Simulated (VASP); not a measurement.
Write the native input for VASP 6.6.1 that does the following.

- Task: electric field gradients
- Functional: LDA
- Potentials or basis: VASP PAW LDA potentials, release 64 (Mo_sv, S)
- Cutoff: 520 eV
- k mesh: 10 × 10 × 3
- Occupations: fermi-dirac, width 0.03 eV
- Spin: no spin polarisation
- Dipole correction: no
- Further INCAR settings: ALGO = Normal; EDIFF = 1e-08; NBANDS = 35

The structure of MoS2 lies in POSCAR:

```
MoS2
1.0
    3.0964732586      0.0000000000      0.0000000000
   -1.5482366293      2.6816245041      0.0000000000
    0.0000000000      0.0000000000     12.0440112067
Mo S
2 4
Direct
    0.3333333333      0.6666666667      0.2500000000
    0.6666666667      0.3333333333      0.7500000000
    0.3333333333      0.6666666667      0.6275000000
    0.6666666667      0.3333333333      0.1275000000
    0.3333333333      0.6666666667      0.8725000000
    0.6666666667      0.3333333333      0.3725000000
```

One way to write it, as run:

INCAR

```
ALGO = Normal ; EDIFF = 1E-8
ENCUT = 520 ; ISIF = 2
ISMEAR = -1 ; LASPH = T
LCHARG = F ; LEFG = T
LREAL = F ; LWAVE = F
NBANDS = 35 ; NELM = 80
PREC = Accurate ; SIGMA = 0.03
```

KPOINTS

```
k-points
0
Gamma
  10 10 3
```

Potentials or basis: VASP PAW LDA potentials, release 64 (Mo_sv, S).

Launch:

```console
$ cat potpaw_LDA.64/Mo_sv/POTCAR potpaw_LDA.64/S/POTCAR > POTCAR
$ mpirun -np 1 vasp_std > vasp.out
```

It gave:

```yaml
Pressure: 12.7 GPa
Largest_force: 1.997 eV/Å
Band_gap_on_the_k_mesh: 0.82 eV (least direct gap 2.02 eV)
Largest_electric_field_gradient_by_atom: Mo -104.5; S -67.3 V/Å²
```

Caveat: the cell stands under pressure; without QUAD_EFG the Cq values of the log hold for a quadrupole moment of 1 mb, not for the nuclei; an odd mesh through Γ misses points on the zone boundary, where band edges can lie; forces of over 1 eV/Å act on the atoms, so gaps and moduli don't describe the material at rest.

Wall time 2.5 min on 1 thread of Intel Xeon 8259CL, with other jobs on the host, peak memory 0.22 GiB.
